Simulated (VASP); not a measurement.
Set up this calculation in VASP 6.6.1, as the native input.

| Item | Value |
| --- | --- |
| Task | single point |
| Functional | LDA |
| Potentials or basis | VASP PAW LDA potentials, release 64 (Br) |
| Cutoff | 520 eV |
| k mesh | 12 × 12 × 12 |
| Occupations | fermi-dirac, width 0.1 eV |
| Spin | no spin polarisation |
| Dipole correction | no |
| Further INCAR settings | ALGO = Normal; EDIFF = 1e-07; NBANDS = 10 |

The structure of Br lies in POSCAR:

```
Br
1.0
    2.8610383632      0.0000000000      0.0000000000
    0.0000000000      2.8610383632      0.0000000000
    0.0000000000      0.0000000000      2.8610383632
Br
1
Direct
    0.0000000000      0.0000000000      0.0000000000
```

This cell differs from its parent crystal: volume scaled by 0.88.

The input as run:

INCAR

```
PREC = Accurate
ENCUT = 520
EDIFF = 1E-7
ISMEAR = -1
SIGMA = 0.1
LREAL = False
LASPH = True
NELM = 80
ALGO = Normal
ISIF = 2
LWAVE = False
LCHARG = True
LELF = True
LVHAR = True
NBANDS = 10
```

KPOINTS

```
Automatic mesh
0
Gamma
  12 12 12
```

Potentials or basis: VASP PAW LDA potentials, release 64 (Br).

Launch:

```bash
$ cat potpaw_LDA.64/Br/POTCAR > POTCAR
$ mpirun -np 1 vasp_std > vasp.out
```

It gave:

```yaml
Pressure: 8.1 GPa
```

Caveat: an odd number of electrons without spin polarisation forces a metal; a magnetic or distorted state may lie lower.

Run time: 7.4 s on 1 thread of Intel(R) Xeon(R) Platinum 8488C (Sapphire Rapids), with other jobs on the host, peak memory 0.13 GiB.
